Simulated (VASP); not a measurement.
# TiAl3 (C2/m) in VASP: further runs, part 2 of 2

VASP 6.6.1.

**3. Single point, PBEsol (mode 9 frozen in at -0.075 Å, strain +e along z and -e/2 along x and y +0.0233)**

Contents of INCAR:

```
SYSTEM = TiAl3
PREC     = Accurate       ! precision mode
ENCUT    = 520            ! plane-wave cutoff, eV
EDIFF    = 1E-7           ! SCF threshold, eV
ISMEAR   = 0              ! smearing method
SIGMA    = 0.15           ! smearing width, eV
LREAL    = .False.        ! projectors in reciprocal space
LASPH    = .True.         ! aspherical terms in the spheres
NELM     = 80             ! most SCF steps
ALGO     = Fast           ! electronic algorithm
ISIF     = 2              ! what is computed and relaxed
LWAVE    = .False.        ! write WAVECAR
LCHARG   = .False.        ! write CHGCAR
GGA      = PS             ! functional
NBANDS   = 18             ! bands
```

Contents of KPOINTS:

```
Automatic mesh
0
Gamma
  14 14 14
  0 0 0
```

Contents of POSCAR:

```
TiAl3
1.0
   -1.8853476793      1.8853476793      4.3762109392
    1.8853476793     -1.8853476793      4.3762109392
    1.8853476793      1.8853476793     -4.3762109392
Ti Al
1 3
Direct
    0.0000000000      0.0000000000      0.0000000000
    0.5000000000      0.5000000000      0.0000000000
    0.7500000000      0.2302628566      0.4802628566
    0.2500000000      0.7697371434      0.5197371434
```

Potentials or basis: VASP PAW PBE potentials, release 64 (Ti_sv, Al).

Run with:

```
$ cat potpaw_PBE.64/Ti_sv/POTCAR potpaw_PBE.64/Al/POTCAR > POTCAR
$ mpirun -np 1 vasp_std > vasp.out
```

OUTCAR:

```text
SYSTEM = TiAl3
   PREC = Accurate
   ENCUT = 520
   EDIFF = 1E-7
   ISMEAR = 0
   LREAL = .False.
   LASPH = .True.
   NELM = 80
   ISIF = 2
   GGA = PS

 ion  position               nearest neighbor table
   1  0.000  0.000  0.000-   2 2.67   2 2.67   2 2.67   2 2.67   4 2.84   3 2.84   3 2.89   4 2.89
                             4 2.89   3 2.89   3 2.94   4 2.94
   2  0.500  0.500  0.000-   1 2.67   1 2.67   1 2.67   1 2.67   3 2.84   4 2.84   3 2.89   4 2.89
                             3 2.89   4 2.89   3 2.94   4 2.94
   3  0.750  0.230  0.480-   4 2.56   4 2.56   4 2.77   4 2.77   1 2.84   2 2.84   2 2.89   2 2.89
                             1 2.89   1 2.89   2 2.94   1 2.94
   4  0.250  0.770  0.520-   3 2.56   3 2.56   3 2.77   3 2.77   1 2.84   2 2.84   1 2.89   2 2.89
                             2 2.89   1 2.89   1 2.94   2 2.94

  LATTYP: Found a body centered tetragonal cell.
 ALAT       =     3.7706953586
 C/A-ratio  =     2.3211691866

  Lattice vectors:

 A1 = (  -1.8853476793,   1.8853476793,   4.3762109392)
 A2 = (   1.8853476793,  -1.8853476793,   4.3762109392)
 A3 = (   1.8853476793,   1.8853476793,  -4.3762109392)

Analysis of symmetry for initial positions (statically):
=====================================================================
 Subroutine PRICEL returns:
 Original cell was already a primitive cell.

 Routine SETGRP: Setting up the symmetry group for a
 body centered tetragonal supercell.

 Subroutine GETGRP returns: Found  4 space group operations
 (whereof  4 operations were pure point group operations)
 out of a pool of 16 trial point group operations.

The static configuration has the point symmetry C_2h.

Analysis of symmetry for dynamics (positions and initial velocities):
=====================================================================
 Subroutine PRICEL returns:
 Original cell was already a primitive cell.

 Routine SETGRP: Setting up the symmetry group for a
 body centered tetragonal supercell.

[... 130 lines left out ...]
  Fermi-wavevector in a.u.,A,eV,Ry     =   1.139815  2.153937 17.676381  1.299177
  Thomas-Fermi vector in A             =   2.276518
   LORBIT       =      0    0 simple, 1 ext, 2 COOP (PROOUT), +10 PAW based schemes
   GGA     = PS    functional components
   LHFCALC =     F    Hartree Fock is set to
   AEXX    =    0.0000 exact exchange contribution
   IVDW    =     0    specifies the selected vdW correction
   LEPSILON=     F    determine dielectric tensor
   LRPA    =     F    only Hartree local field effects (RPA)
 non-spin polarized calculation
 RMM-DIIS sequential band-by-band and
 Gauss-broadening in eV      SIGMA  =   0.15
  energy-cutoff  :      520.00
  volume of cell :       62.22
 maximum number of plane-waves:      1696
 NGX is ok and might be reduce to    40
   NGX = 19   NGY = 19   NGZ = 19

 number of electron      21.0000001 magnetization

 Free energy of the ion-electron system (eV)
  ---------------------------------------------------
  ext. energy  EPLUGINS =         0.00000000
  ---------------------------------------------------
  free energy    TOTEN  =       -22.13470147 eV

  energy without entropy =      -22.11744653  energy(sigma->0) =      -22.12607400

 E-fermi :   8.3405     XC(G=0): -10.8955

 val. band max:        8.3383475754   @ k =  -0.2857  -0.3571   0.2143
 cond. band min:       8.3409713551   @ k =  -0.2143   0.2143  -0.4286
 fundamental gap:      0.0026237798
 Fermi energy:         8.3405463563

 k-point     1 :       0.0000    0.0000    0.0000
  band No.  band energies     occupation
      1     -47.8453      2.00000
      2     -24.2606      2.00000
      3     -24.2600      2.00000
      4     -24.2019      2.00000
      5      -1.8169      2.00000
      6       5.1733      2.00000
[... 481 lines left out ...]
      5      -1.6675      2.00000
      6       4.5386      2.00000
[... 10 lines left out ...]
     17      12.4731      0.00000
     18      12.7239      0.00000

 [... further k-points ...]

------------------------ aborting loop because EDIFF is reached ----------------------------------------

  FORCE on cell =-STRESS in cart. coord.  units (eV):
  Direction    XX          YY          ZZ          XY          YZ          ZX
  --------------------------------------------------------------------------------------
  -------------------------------------------------------------------------------------
  Total        1.2203760      1.3981671     -1.5754666      0.0000000      0.0000000      0.2975208
  in kB       31.4241192     36.0021560    -40.5675370      0.0000000      0.0000000      7.6610220
  external PRESSURE =       8.9529127 kB  Pullay stress =       0.0000000 kB

 VOLUME and BASIS-vectors are now :
 -----------------------------------------------------------------------------
  energy-cutoff  :      520.00
  volume of cell :       62.22
      direct lattice vectors                 reciprocal lattice vectors
    -1.885347679  1.885347679  4.376210939     0.000000000  0.265203074  0.114254090
     1.885347679 -1.885347679  4.376210939     0.265203074  0.000000000  0.114254090
     1.885347679  1.885347679 -4.376210939     0.265203074  0.265203074  0.000000000

 POSITION                                       TOTAL-FORCE (eV/Angst)
 -----------------------------------------------------------------------------------
      0.00000      0.00000      0.00000         0.000000      0.000000      0.000000
      0.00000      0.00000      4.37621         0.000000     -0.000000      0.000000
     -0.07442      1.88535      2.18811         0.965147      0.000000     -0.006148
      1.95977     -0.00000      2.18811        -0.965147     -0.000000      0.006148
 -----------------------------------------------------------------------------------
    total drift:                                0.000000      0.000000      0.000000

  FREE ENERGIE OF THE ION-ELECTRON SYSTEM (eV)
  ---------------------------------------------------
  free  energy   TOTEN  =       -22.1347014741 eV

  energy  without entropy=      -22.1174465294  energy(sigma->0) =      -22.12607400
```

stdout:

```text
POSCAR found type information on POSCAR TiAl
 POSCAR found :  2 types and       4 ions
 scaLAPACK will be used
[... 69 lines left out ...]
 num prob  num prob  num prob  num prob  num prob  num prob  num prob  num prob  num prob  num prob  num prob  num prob  num prob  num prob  num prob  num prob  num prob WARNING in EDDRMM: call to ZHEGV failed, returncode =   6  3     16
 num prob  num prob  num prob  num prob  num prob  num prob  num prob  num prob  num prob  num prob WARNING in EDDRMM: call to ZHEGV failed, returncode =   8  4     11
 num prob  num prob  num prob  num prob  num prob  num prob  num prob  num prob  num prob  num prob  num prob  num prob  num prob  num prob  num prob  num prob  num prob  num prob  num prob WARNING in EDDRMM: call to ZHEGV failed, returncode =   8  4      7
 num prob  num prob WAR
```

Run time: 32 min. Hardware: 1 thread of Intel Xeon 6975P-C (Granite Rapids), shared host; peak memory 0.87 GiB.

Results:

| Quantity | Value |
| --- | --- |
| Free energy | -22.1347 eV |
| Pressure | 0.9 GPa |
| Largest force | 0.965 eV/Å |

Forces in eV/Å, atoms in the order of the input:
```
Ti   0.000  0.000  0.000
Al   0.000  0.000  0.000
Al   0.965  0.000 -0.006
Al  -0.965  0.000  0.006
```

Stress tensor (GPa, compression positive):
```
 3.14  0.00  0.77
 0.00  3.60  0.00
 0.77  0.00 -4.06
```

Caveat: the cell differs from its parent crystal (mode 9 frozen in at -0.075 Å, strain +e along z and -e/2 along x and y +0.0233); the PAW data sets were made with another functional, which shifts forces and pressure a little.

**4. Single point, PBEsol (mode 9 frozen in at -0.038 Å, strain +e along z and -e/2 along x and y +0.0467)**

Contents of INCAR:

```
ALGO = Fast
EDIFF = 1E-6
ENCUT = 520
GGA = PS
ISIF = 2
ISMEAR = 0
LASPH = True
LCHARG = False
LREAL = False
LWAVE = False
NBANDS = 18
NELM = 60
PREC = Accurate
SIGMA = 0.15
```

Contents of KPOINTS:

```
k-points
0
Gamma
  14 14 14
```

Contents of POSCAR:

```
TiAl3
1.0
   -1.8630291000      1.8630291000      4.4762826053
    1.8630291000     -1.8630291000      4.4762826053
    1.8630291000      1.8630291000     -4.4762826053
Ti Al
1 3
Direct
    0.0000000000      0.0000000000      0.0000000000
    0.5000000000      0.5000000000      0.0000000000
    0.7500000000      0.2401183226      0.4901183226
    0.2500000000      0.7598816774      0.5098816774
```

Run with:

```
$ cat potpaw_PBE.64/Ti_sv/POTCAR potpaw_PBE.64/Al/POTCAR > POTCAR
$ mpirun -np 1 vasp_std > vasp.out
```

Wall time 23 min (1 thread of AMD EPYC 9R45 (Zen 5), shared host); peak memory 0.83 GiB.

The run converged. Its results:

```
Free energy   : -22.0940 eV
Pressure      : 1.2 GPa
Largest force : 0.523 eV/Å
```

Forces on the atoms (eV/Å):
```
Ti   0.000  0.000  0.000
Al   0.000  0.000  0.000
Al   0.523  0.000 -0.002
Al  -0.523  0.000  0.002
```

Stress tensor (GPa, compression positive):
```
 5.81  0.00  0.39
 0.00  5.96  0.00
 0.39  0.00 -8.20
```

Levels at points of the mesh, in eV from the Fermi level:
```tsv
k point	band 9	band 10	band 11	band 12	band 13	band 14
(0.00, 0.00, 0.00)	-1.00	-0.99	0.93	2.13	2.14	2.26
(0.50, 0.00, 0.00)	-0.87	-0.50	0.65	1.99	2.44	2.68
(0.00, 0.50, 0.00)	-0.91	-0.47	0.64	1.99	2.62	2.67
(0.50, 0.00, 0.50)	-0.85	-0.53	0.67	1.99	2.25	2.68
(0.50, 0.50, 0.00)	-2.55	-2.39	-1.14	1.93	2.13	2.31
(0.50, 0.50, 0.50)	-0.53	-0.33	0.76	0.77	1.01	2.93
```

Caveat: the cell differs from its parent crystal (mode 9 frozen in at -0.038 Å, strain +e along z and -e/2 along x and y +0.0467); the PAW data sets were made with another functional, which shifts forces and pressure a little.

**5. Single point, PBEsol (mode 9 frozen in at -0.113 Å, strain +e along z and -e/2 along x and y -0.0467)**

Contents of INCAR:

```
PREC = Accurate
ENCUT = 520
EDIFF = 1E-6
ISMEAR = 0
SIGMA = 0.15
LREAL = F
LASPH = T
NELM = 100
ALGO = Fast
ISIF = 2
LWAVE = F
LCHARG = T
GGA = PS
LELF = T
LVHAR = T
NBANDS = 18
```

Contents of KPOINTS:

```
Automatic mesh
0
Gamma
  14 14 14
```

Contents of POSCAR:

```
TiAl3
1.0
   -1.9521126602      1.9521126602      4.0768512541
    1.9521126602     -1.9521126602      4.0768512541
    1.9521126602      1.9521126602     -4.0768512541
Ti Al
1 3
Direct
    0.0000000000      0.0000000000      0.0000000000
    0.5000000000      0.5000000000      0.0000000000
    0.7500000000      0.2203811792      0.4703811792
    0.2500000000      0.7796188208      0.5296188208
```

Run with:

```
$ cat potpaw_PBE.64/Ti_sv/POTCAR potpaw_PBE.64/Al/POTCAR > POTCAR
$ mpirun -np 1 vasp_std > vasp.out
```

It took 34 min on 1 thread of AMD EPYC 9R45 (Zen 5), shared host; peak memory 0.84 GiB.

It converged, with:

* Free energy: -21.9936 eV
* Pressure: 1.4 GPa
* Largest force: 1.146 eV/Å

Forces on the atoms (eV/Å):
```
Ti   0.000  0.000  0.000
Al   0.000  0.000  0.000
Al   1.146  0.000 -0.014
Al  -1.146  0.000  0.014
```

Stress tensor (GPa, compression positive):
```
-2.31  0.00  0.76
 0.00 -2.12  0.00
 0.76  0.00  8.71
```

Levels at points of the mesh, in eV from the Fermi level:
```csv
k point,band 8,band 9,band 10,band 11,band 12,band 13,band 14,band 15
"(0.00, 0.00, 0.00)",-1.58,-1.54,-1.42,0.72,1.39,1.44,2.06,2.15
"(0.50, 0.00, 0.00)",-2.68,-1.29,-0.20,0.42,1.60,1.74,2.70,2.74
"(0.00, 0.50, 0.00)",-2.68,-1.49,0.01,0.36,1.60,2.24,2.53,2.75
"(0.50, 0.00, 0.50)",-2.63,-1.18,-0.30,0.36,1.20,1.60,2.73,2.79
"(0.50, 0.50, 0.00)",-3.73,-2.88,-2.11,-0.82,1.56,1.75,2.91,3.12
"(0.50, 0.50, 0.50)",-1.37,-1.27,-0.37,0.60,0.66,0.91,3.05,4.65
```

Caveat: the cell differs from its parent crystal (mode 9 frozen in at -0.113 Å, strain +e along z and -e/2 along x and y -0.0467); the PAW data sets were made with another functional, which shifts forces and pressure a little.

**6. Summary**

```csv
cell,further INCAR settings,gap on the mesh (eV),pressure (GPa),largest force (eV/Å)
"a = 4.989 Å, angles 134.5, 134.5, 66.3°, 4 atoms",ALGO = Fast; EDIFF = 1e-06; NBANDS = 18,none,0.6,0.82
"a = 5.124 Å, angles 136.8, 136.8, 62.7°, 4 atoms",ALGO = Fast; EDIFF = 1e-07; NBANDS = 18,none,0.9,0.97
"a = 5.194 Å, angles 138.0, 138.0, 61.0°, 4 atoms",ALGO = Fast; EDIFF = 1e-06; NBANDS = 18,none,1.2,0.52
"a = 4.924 Å, angles 133.3, 133.3, 68.2°, 4 atoms",ALGO = Fast; EDIFF = 1e-06; NBANDS = 18,none,1.4,1.15
```

Alike in all rows: task single point; level PBEsol; potentials or basis VASP PAW PBE potentials, release 64 (Ti_sv, Al); no spin polarisation; k mesh 14 × 14 × 14; cutoff (eV) 520; smearing gaussian 0.15 eV.

Caveats: the PAW data sets were made with another functional, which shifts forces and pressure a little.

Total energies depend on the potentials used, so only differences within one code and one set of settings carry meaning.
